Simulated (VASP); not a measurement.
# Nb (P6_3/mmc) in VASP: a series of runs

The runs below take Nb through relaxation of cell and atoms, single point, with r2SCAN.

Program: VASP 6.6.1. These are calculated values, not measurements. Logs are shortened: lines on timing, memory, paths and dates and some standing lists are left out, and cuts for length are marked.

## 1. The cell of the first run

It takes space group P6_3/mmc (No. 194, hexagonal). The conventional cell has a = 3.049 Å, b = 3.049 Å, c = 4.948 Å, α = 90.00°, β = 90.00°, γ = 120.00°. Within 4.0 Å of Nb (site symmetry -6m2) lie 12 Nb at 3.04 to 3.05 Å.

This isn't the form of Nb at room conditions, which is bcc.

## 2. Relaxation of cell and atoms, r2SCAN

Contents of POSCAR:

```
Nb
1.0
    3.0488450737      0.0000000000      0.0000000000
   -1.5244225368      2.6403772860      0.0000000000
    0.0000000000      0.0000000000      4.9484370199
Nb
2
Direct
    0.3333333333      0.6666666667      0.2500000000
    0.6666666667      0.3333333333      0.7500000000
```

Contents of INCAR.step1:

```
  ALGO = Normal
  EDIFF = 1E-4
  ENCUT = 600
  GGA = PE
  ISMEAR = 0
  LASPH = T
  LCHARG = F
  LREAL = F
  LWAVE = T
  NELM = 60
  PREC = Accurate
  SIGMA = 0.1
```

Contents of INCAR.step2:

```
  ALGO = Normal
  EDIFF = 1E-6
  EDIFFG = -0.04
  ENCUT = 600
  IBRION = 2
  ISIF = 3
  ISMEAR = 0
  ISTART = 1
  LASPH = T
  LCHARG = F
  LMIXTAU = T
  LREAL = F
  LWAVE = F
  METAGGA = R2SCAN
  NELM = 60
  NSW = 90
  PREC = Accurate
  SIGMA = 0.1
```

Contents of KPOINTS:

```
k-points
0
Gamma
  6 6 4
```

Potentials or basis: VASP PAW PBE potentials, release 64 (Nb_sv).

The run is started by

```console
$ cat potpaw_PBE.64/Nb_sv/POTCAR > POTCAR
$ cp INCAR.step1 INCAR
$ mpirun -np 1 vasp_std > vasp.out
$ cp INCAR.step2 INCAR
$ mpirun -np 1 vasp_std > vasp.out
```

OUTCAR:

```text
EDIFF = 1E-6
   EDIFFG = -0.04
   ENCUT = 600
   IBRION = 2
   ISIF = 3
   ISMEAR = 0
   ISTART = 1
   LASPH = T
   LREAL = F
   METAGGA = R2SCAN
   NELM = 60
   NSW = 90
   PREC = Accurate

 ion  position               nearest neighbor table
   1  0.333  0.667  0.250-   2 3.04   2 3.04   2 3.04   2 3.04   2 3.04   2 3.04
   2  0.667  0.333  0.750-   1 3.04   1 3.04   1 3.04   1 3.04   1 3.04   1 3.04

  LATTYP: Found a hexagonal cell.
 ALAT       =     3.0488450737
 C/A-ratio  =     1.6230529595

  Lattice vectors:

 A1 = (   3.0488450737,   0.0000000000,   0.0000000000)
 A2 = (  -1.5244225368,   2.6403772860,   0.0000000000)
 A3 = (   0.0000000000,   0.0000000000,   4.9484370199)

Analysis of symmetry for initial positions (statically):
=====================================================================
 Subroutine PRICEL returns:
 Original cell was already a primitive cell.

 Routine SETGRP: Setting up the symmetry group for a
 hexagonal supercell.

 Subroutine GETGRP returns: Found 24 space group operations
 (whereof 12 operations were pure point group operations)
 out of a pool of 24 trial point group operations.

The static configuration has the point symmetry D_3d.
 The point group associated with its full space group is D_6h.

Analysis of symmetry for dynamics (positions and initial velocities):
=====================================================================
 Subroutine PRICEL returns:
 Original cell was already a primitive cell.

 Routine SETGRP: Setting up the symmetry group for a
 hexagonal supercell.

 Subroutine GETGRP returns: Found 24 space group operations
 (whereof 12 operations were pure point group operations)
 out of a pool of 24 trial point group operations.

The dynamic configuration has the point symmetry D_3d.
 The point group associated with its full space group is D_6h.

 Subroutine INISYM returns: Found 24 space group operations
 (whereof 12 operations are pure point group operations),
 and found     1 'primitive' translations

----------------------------------------------------------------------------------------

                                     Primitive cell

  volume of cell :      39.8354

  direct lattice vectors                    reciprocal lattice vectors
     3.048845074  0.000000000  0.000000000     0.327993052  0.189366877  0.000000000
    -1.524422537  2.640377286  0.000000000     0.000000000  0.378733753  0.000000000
     0.000000000  0.000000000  4.948437020     0.000000000  0.000000000  0.202084011

  length of vectors
     3.048845074  3.048845074  4.948437020     0.378733753  0.378733753  0.202084011

  position of ions in fractional coordinates (direct lattice)
     0.333333333  0.666666667  0.250000000
     0.666666667  0.333333333  0.750000000

  ion indices of the primitive-cell ions
   primitive index   ion index
                 1           1
                 2           2

----------------------------------------------------------------------------------------

 KPOINTS: k-points

Automatic generation of k-mesh.
 Grid dimensions read from file:
 generate k-points for:    6    6    4

 Generating k-lattice:

  Cartesian coordinates                     Fractional coordinates (reciprocal lattice)
     0.054665509  0.031561146  0.000000000     0.166666667 -0.000000000  0.000000000
     0.000000000  0.063122292  0.000000000     0.000000000  0.166666667  0.000000000
     0.000000000  0.000000000  0.050521003     0.000000000  0.000000000  0.250000000

  Length of vectors
     0.063122292  0.063122292  0.050521003

  Shift w.r.t. Gamma in fractional coordinates (k-lattice)
     0.000000000  0.000000000  0.000000000

 Subroutine IBZKPT returns following result:
 ===========================================

 Found     21 irreducible k-points:

 Following reciprocal coordinates:
            Coordinates               Weight
  0.000000  0.000000  0.000000      1.000000
  0.166667  0.000000  0.000000      6.000000
  0.333333 -0.000000  0.000000      6.000000
  0.500000  0.000000  0.000000      3.000000
  0.166667  0.166667  0.000000      6.000000
  0.333333  0.166667  0.000000     12.000000
[... 13 lines left out ...]
  0.333333  0.166667  0.500000     12.000000
  0.333333  0.333333  0.500000      2.000000
   k-points           NKPTS =     21   k-points in BZ     NKDIM =     21   number of bands    NBANDS=     17
   number of dos      NEDOS =    301   number of ions     NIONS =      2
   total plane-waves  NPLWV =  23040
   dimension x,y,z NGX =    24 NGY =   24 NGZ =   40
   dimension x,y,z NGXF=    48 NGYF=   48 NGZF=   80
   ions per type =               2
   NGX,Y,Z   is equivalent  to a cutoff of  13.09, 13.09, 13.44 a.u.
   NGXF,Y,Z  is equivalent  to a cutoff of  26.17, 26.17, 26.88 a.u.
 SYSTEM =  unknown system
   PREC   = accura    normal or accurate (medium, high low for compatibility)
   ISTART =      1    job   : 0-new  1-cont  2-samecut
   ICHARG =      0    charge: 1-file 2-atom 10-const
[... 56 lines left out ...]

------------------------ aborting loop because EDIFF is reached ----------------------------------------

  FORCE on cell =-STRESS in cart. coord.  units (eV):
  Direction    XX          YY          ZZ          XY          YZ          ZX
  --------------------------------------------------------------------------------------
  -------------------------------------------------------------------------------------
  Total       -3.3048726     -3.3048726     -1.3223701     -0.0000000      0.0000000      0.0000000
  in kB     -132.9217074   -132.9217074    -53.1856181     -0.0000000      0.0000000      0.0000000
  external PRESSURE =    -106.3430109 kB  Pullay stress =       0.0000000 kB

 VOLUME and BASIS-vectors are now :
 -----------------------------------------------------------------------------
  energy-cutoff  :      600.00
  volume of cell :       39.84
      direct lattice vectors                 reciprocal lattice vectors
     3.048845074  0.000000000  0.000000000     0.327993052  0.189366877  0.000000000
    -1.524422537  2.640377286  0.000000000     0.000000000  0.378733753  0.000000000
     0.000000000  0.000000000  4.948437020     0.000000000  0.000000000  0.202084011

 POSITION                                       TOTAL-FORCE (eV/Angst)
 -----------------------------------------------------------------------------------
     -0.00000      1.76025      1.23711        -0.000000      0.000000      0.000000
      1.52442      0.88013      3.71133         0.000000      0.000000      0.000000
 -----------------------------------------------------------------------------------
    total drift:                               -0.000000      0.000000     -0.000000

  FREE ENERGIE OF THE ION-ELECTRON SYSTEM (eV)
  ---------------------------------------------------
  free  energy   TOTEN  =       -48.8125481755 eV
[... 233 lines left out ...]
 VOLUME and BASIS-vectors are now :
 -----------------------------------------------------------------------------
  energy-cutoff  :      600.00
  volume of cell :       38.08
      direct lattice vectors                 reciprocal lattice vectors
     2.854044193 -0.000000000  0.000000000     0.350379999  0.202291986 -0.000000000
    -1.427022096  2.471674774 -0.000000000     0.000000000  0.404583973 -0.000000000
    -0.000000000  0.000000000  5.397990273     0.000000000  0.000000000  0.185254132

 POSITION                                       TOTAL-FORCE (eV/Angst)
 -----------------------------------------------------------------------------------
     -0.00000      1.64778      1.34950         0.000000      0.000000      0.000000
      1.42702      0.82389      4.04849        -0.000000     -0.000000     -0.000000
 -----------------------------------------------------------------------------------
    total drift:                               -0.000000      0.000000     -0.000000

  FREE ENERGIE OF THE ION-ELECTRON SYSTEM (eV)
  ---------------------------------------------------
  free  energy   TOTEN  =       -49.0727100591 eV

  energy  without entropy=      -49.0575131717  energy(sigma->0) =      -49.06511162

--------------------------------------- Ionic step        9  -------------------------------------------

 number of electron      26.0000001 magnetization

 Free energy of the ion-electron system (eV)
  ---------------------------------------------------
  ext. energy  EPLUGINS =         0.00000000
  ---------------------------------------------------
  free energy    TOTEN  =       -49.09566617 eV

  energy without entropy =      -49.07944474  energy(sigma->0) =      -49.08755545

 E-fermi :  11.4039     XC(G=0): -13.4680

 val. band max:       11.3887906473   @ k =   0.3333  -0.0000   0.0000
 cond. band min:      11.4187012443   @ k =   0.1667   0.0000   0.2500
 fundamental gap:      0.0299105970
 Fermi energy:        11.4038835158

 k-point     1 :       0.0000    0.0000    0.0000
  band No.  band energies     occupation
      1     -45.2905      2.00000
      2     -45.1621      2.00000
      3     -21.0827      2.00000
      4     -20.1195      2.00000
      5     -19.7791      2.00000
      6     -19.7791      2.00000
[... 9 lines left out ...]
     16      12.0818      0.00000
     17      14.3227      0.00000

 k-point     2 :       0.1667    0.0000    0.0000
  band No.  band energies     occupation
      1     -45.2196      2.00000
      2     -45.1060      2.00000
      3     -20.9652      2.00000
      4     -20.1872      2.00000
      5     -20.1158      2.00000
      6     -20.1091      2.00000
[... 9 lines left out ...]
     16      12.9583      0.00000
     17      13.0702      0.00000
[... 391 lines left out ...]
 VOLUME and BASIS-vectors are now :
 -----------------------------------------------------------------------------
  energy-cutoff  :      600.00
  volume of cell :       36.79
      direct lattice vectors                 reciprocal lattice vectors
     2.829214657 -0.000000000  0.000000000     0.353454976  0.204067326 -0.000000000
    -1.414607329  2.450171766 -0.000000000     0.000000000  0.408134652 -0.000000000
    -0.000000000  0.000000000  5.306697032     0.000000000  0.000000000  0.188441133

 POSITION                                       TOTAL-FORCE (eV/Angst)
 -----------------------------------------------------------------------------------
     -0.00000      1.63345      1.32667         0.000000      0.000000     -0.000000
      1.41461      0.81672      3.98002        -0.000000     -0.000000      0.000000
 -----------------------------------------------------------------------------------
    total drift:                               -0.000000      0.000000     -0.000000

  FREE ENERGIE OF THE ION-ELECTRON SYSTEM (eV)
  ---------------------------------------------------
  free  energy   TOTEN  =       -49.0956661652 eV

  energy  without entropy=      -49.0794447394  energy(sigma->0) =      -49.08755545

 reached required accuracy - stopping structural energy minimisation
```

It took 7.1 min on 1 thread of Intel Xeon Platinum 8259CL at 2.50GHz (Skylake/Cascade Lake), shared host; peak memory 0.18 GiB.

What came out:

```yaml
Free_energy: -49.0957 eV
Relaxed_volume: 18.39 Å³/atom
Relaxed_cell: a = 2.829 Å, b = 2.829 Å, c = 5.307 Å, α = 90.00°, β = 90.00°, γ = 120.00°
Space_group_after_relaxing_to_0.1_Å: P6_3/mmc (No. 194)
Energy_gained_by_relaxing: 141.6 meV/atom
Ionic_steps: 9
Pressure_after_relaxing: -0.1 GPa
Band_gap_on_the_k_mesh: zero (bands 13 and 14 overlap by 3.10 eV)
```

The path:
```
step  energy change (eV)  largest force (eV/Å)  pressure (GPa)  volume (Å³)
   1              0.0000                0.0000          -10.63        39.84
   2              0.1159                0.0000           24.46        32.66
   3             -0.1263                0.0000            1.58        36.68
   4             -0.2345                0.0000            2.01        36.40
   5              0.0046                0.0000           13.27        35.03
   6             -0.2729                0.0000            2.83        36.13
   7             -0.2751                0.0000            3.30        36.03
   8             -0.2602                0.0000           -5.46        38.08
   9             -0.2831                0.0000           -0.11        36.79
```

Final structure:
```xyz
2
Lattice="2.8292 0.0000 0.0000 -1.4146 2.4502 0.0000 0.0000 0.0000 5.3067" Properties=species:S:1:pos:R:3 pbc="T T T"
Nb    0.0000    1.6334    1.3267
Nb    1.4146    0.8167    3.9800
```

Caveat: the k points lie up to 0.43 Å⁻¹ apart in the final cell, too coarse for converged energies and pressures of a metal; the PAW data sets were made with another functional, which shifts forces and pressure a little.

## 3. Relaxation of cell and atoms, r2SCAN

This run uses another cell than the first one, of 18.40 Å³/atom.

Contents of POSCAR:

```
Nb
1.0
    2.8259633301      0.0000000000      0.0000000000
   -1.4129816650      2.4473560340      0.0000000000
    0.0000000000      0.0000000000      5.3220309225
Nb
2
Direct
    0.3333333333      0.6666666667      0.2500000000
    0.6666666667      0.3333333333      0.7500000000
```

Contents of INCAR.step1:

```
SYSTEM = Nb
  PREC = Accurate
  ENCUT = 600
  ISMEAR = 0
  SIGMA = 0.1
  LREAL = .FALSE.
  LASPH = .TRUE.
  NELM = 80
  GGA = PE
  ALGO = Normal
  EDIFF = 1E-4
  LWAVE = .TRUE.
  LCHARG = .FALSE.
```

Contents of INCAR.step2:

```
SYSTEM = Nb
  PREC = Accurate
  ENCUT = 600
  EDIFF = 1E-7
  ISMEAR = 0
  SIGMA = 0.1
  LREAL = .FALSE.
  LASPH = .TRUE.
  NELM = 80
  ALGO = Normal
  ISIF = 3
  LWAVE = .FALSE.
  LCHARG = .FALSE.
  METAGGA = R2SCAN
  LMIXTAU = .TRUE.
  IBRION = 2
  NSW = 90
  EDIFFG = -0.04
  ISTART = 1
```

Contents of KPOINTS:

```
regular mesh
0
G
  9 9 4
  0 0 0
```

Potentials or basis: VASP PAW PBE potentials, release 64 (Nb_sv).

The run is started by

```console
$ cat potpaw_PBE.64/Nb_sv/POTCAR > POTCAR
$ cp INCAR.step1 INCAR
$ mpirun -np 1 vasp_std > vasp.out
$ cp INCAR.step2 INCAR
$ mpirun -np 1 vasp_std > vasp.out
```

Wall time 5.1 min (1 thread of Intel Xeon Platinum 8259CL at 2.50GHz (Skylake/Cascade Lake), shared host); peak memory 0.19 GiB.

Results (log left out):

```
Free energy                           : -49.0744 eV
Relaxed volume                        : 18.52 Å³/atom
Relaxed cell                          : a = 2.839 Å, b = 2.839 Å, c = 5.308 Å, α = 90.00°, β = 90.00°, γ = 120.00°
Space group after relaxing (to 0.1 Å) : P6_3/mmc (No. 194)
Energy gained by relaxing             : 0.8 meV/atom
Ionic steps                           : 4
Pressure after relaxing               : 0.0 GPa
Band gap on the k mesh                : zero (bands 13 and 14 overlap by 2.69 eV)
```

Stress tensor (GPa, compression positive):
```
 0.08  0.00  0.00
 0.00  0.08  0.00
 0.00  0.00 -0.19
```

Step by step:
| step | energy change (eV) | largest force (eV/Å) | pressure (GPa) | volume (Å³) |
| --- | --- | --- | --- | --- |
| 1 | 0.0000 | 0.0000 | 1.06 | 36.81 |
| 2 | 0.0009 | 0.0000 | -1.81 | 37.46 |
| 3 | -0.0012 | 0.0000 | -0.18 | 37.08 |
| 4 | -0.0015 | 0.0000 | -0.01 | 37.04 |

Final structure:
```
Nb
1.0
     2.83853    0.00000    0.00000
    -1.41926    2.45824    0.00000
     0.00000    0.00000    5.30821
Nb
2
Cartesian
  0.0000 1.6388 1.3271
  1.4193 0.8194 3.9812
```

Levels at points of the mesh, in eV from the Fermi level:
```csv
k point,band 10,band 11,band 12,band 13,band 14,band 15,band 16,band 17
"(0.00, 0.00, 0.00)",-4.18,-1.27,0.08,0.40,0.40,0.82,0.82,3.01
"(0.00, 0.00, 0.50)",-4.99,-1.52,-1.52,0.48,0.48,0.48,0.48,4.02
```

Caveat: the PAW data sets were made with another functional, which shifts forces and pressure a little.

## 4. Single point, r2SCAN

This run uses another cell than the first one, of 18.56 Å³/atom.

Contents of POSCAR:

```
Nb
1.0
    2.8601476402      0.0000000000      0.0000000000
   -1.4300738201      2.4769605150      0.0000000000
    0.0000000000      0.0000000000      5.2387289055
Nb
2
Direct
    0.3333333333      0.6666666667      0.2500000000
    0.6666666667      0.3333333333      0.7500000000
```

Contents of INCAR.step1:

```
PREC     = Accurate       # precision mode
ENCUT    = 520            # plane-wave cutoff, eV
ISMEAR   = 0              # smearing method
SIGMA    = 0.1            # smearing width, eV
LREAL    = F              # projectors in reciprocal space
LASPH    = T              # aspherical terms in the spheres
NELM     = 80             # most SCF steps
NBANDS   = 20             # bands
GGA      = PE             # functional
ALGO     = Normal         # electronic algorithm
EDIFF    = 1E-4           # SCF threshold, eV
LWAVE    = T              # write WAVECAR
LCHARG   = F              # write CHGCAR
```

Contents of INCAR.step2:

```
PREC     = Accurate       # precision mode
ENCUT    = 520            # plane-wave cutoff, eV
EDIFF    = 1E-7           # SCF threshold, eV
ISMEAR   = 0              # smearing method
SIGMA    = 0.1            # smearing width, eV
LREAL    = F              # projectors in reciprocal space
LASPH    = T              # aspherical terms in the spheres
NELM     = 80             # most SCF steps
ALGO     = Normal         # electronic algorithm
ISIF     = 2              # what is computed and relaxed
LWAVE    = F              # write WAVECAR
LCHARG   = F              # write CHGCAR
METAGGA  = R2SCAN         # meta-GGA
LMIXTAU  = T            
NBANDS   = 20             # bands
ISTART   = 1
```

Contents of KPOINTS:

```
regular mesh
0
Gamma
  24 24 10
```

The run is started by

```console
$ cat potpaw_PBE.64/Nb_sv/POTCAR > POTCAR
$ cp INCAR.step1 INCAR
$ mpirun -np 1 vasp_std > vasp.out
$ cp INCAR.step2 INCAR
$ mpirun -np 1 vasp_std > vasp.out
```

Run time: 12 min. Hardware: 1 thread of Intel Xeon Platinum 8259CL at 2.50GHz (Skylake/Cascade Lake), shared host; peak memory 0.34 GiB.

Results (log left out):

```yaml
Free_energy: -49.0742 eV
Pressure: -0.2 GPa
Band_gap_on_the_k_mesh: zero (bands 13 and 14 overlap by 2.98 eV)
```

Levels at points of the mesh, in eV from the Fermi level:
```
           k point  band 11  band 12  band 13  band 14  band 15  band 16
(0.00, 0.00, 0.00)    -1.07     0.25     0.38     0.38     0.84     0.84
(0.50, 0.00, 0.00)    -3.42    -0.53     0.19     0.37     0.91     4.76
(0.00, 0.00, 0.50)    -1.40    -1.40     0.45     0.45     0.45     0.45
(0.50, 0.00, 0.50)    -2.52    -2.52     2.09     2.09     2.44     2.44
```

Caveat: the PAW data sets were made with another functional, which shifts forces and pressure a little.

## 5. Overview

```csv
task,cell,k mesh,cutoff (eV),gap on the mesh (eV),pressure (GPa),relaxed volume (Å³/atom)
relaxation of cell and atoms,"relaxed from a = 3.049, b = 3.049, c = 4.948 Å, angles 90.0, 90.0, 120.0°, 2 atoms",6 × 6 × 4,600,none,-0.1,18.39
relaxation of cell and atoms,"relaxed from a = 2.826, b = 2.826, c = 5.322 Å, angles 90.0, 90.0, 120.0°, 2 atoms",9 × 9 × 4,600,none,0.0,18.52
single point,"a = 2.860, b = 2.860, c = 5.239 Å, angles 90.0, 90.0, 120.0°, 2 atoms",24 × 24 × 10,520,none,-0.2,-
```

Alike in all rows: level r2SCAN; potentials or basis VASP PAW PBE potentials, release 64 (Nb_sv); no spin polarisation; smearing gaussian 0.1 eV.

Caveats: some runs use coarse meshes; the PAW data sets were made with another functional, which shifts forces and pressure a little.

Total energies depend on the potentials used, so only differences within one code and one set of settings carry meaning.
